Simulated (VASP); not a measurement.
Write the native input for VASP 6.6.1 that does the following.

| Quantity | Value |
| --- | --- |
| Task | single point |
| Functional | LDA |
| Potentials or basis | VASP PAW LDA potentials, release 64 (Ca_sv, Sb, P) |
| Cutoff | 500 eV |
| k mesh | 9 × 9 × 9 |
| Occupations | tetrahedron |
| Spin | no spin polarisation |
| Dipole correction | no |
| Further INCAR settings | ALGO = Normal; EDIFF = 1e-06; NBANDS = 28 |

The structure of Ca3SbP lies in POSCAR:

```
Ca3SbP
1.0
    5.1203274853      0.0000000000      0.0000000000
    0.0000000000      5.1203274853      0.0000000000
    0.0000000000      0.0000000000      5.1203274853
Ca Sb P
3 1 1
Direct
   -0.0057413859      0.5000000000      0.5000000000
    0.4771498990      0.0000000000      0.5000000000
    0.4771498990      0.5000000000      0.0000000000
    0.0175527343      0.0000000000      0.0000000000
    0.4975610011      0.5000000000      0.5000000000
```

The input as run:

INCAR

```
  PREC = Accurate
  ENCUT = 500
  EDIFF = 1E-6
  ISMEAR = -4
  SIGMA = 0.05
  LREAL = F
  LASPH = T
  NELM = 120
  ALGO = Normal
  ISIF = 2
  LWAVE = F
  LCHARG = F
  GGA = CA
  NBANDS = 28
  GGA_COMPAT = F
```

KPOINTS

```
Automatic mesh
0
Gamma
  9 9 9
```

Potentials or basis: VASP PAW LDA potentials, release 64 (Ca_sv, Sb, P).

The run is started by

```console
$ cat potpaw_LDA.64/Ca_sv/POTCAR potpaw_LDA.64/Sb/POTCAR potpaw_LDA.64/P/POTCAR > POTCAR
$ mpirun -np 1 vasp_std > vasp.out
```

It gave:

The pressure is 4.3 GPa, the largest force is 0.083 eV/Å and the band gap on the k mesh is 0.47 eV.

Caveat: the cell stands under pressure; semilocal functionals underestimate gaps, and a narrow one can read as zero; spin-orbit coupling is left out, which moves the levels of the heavy elements.

It took 2.9 min on 1 thread of AMD EPYC 9R45 96-Core Processor (Zen 5), with other jobs on the host, peak memory 0.35 GiB.
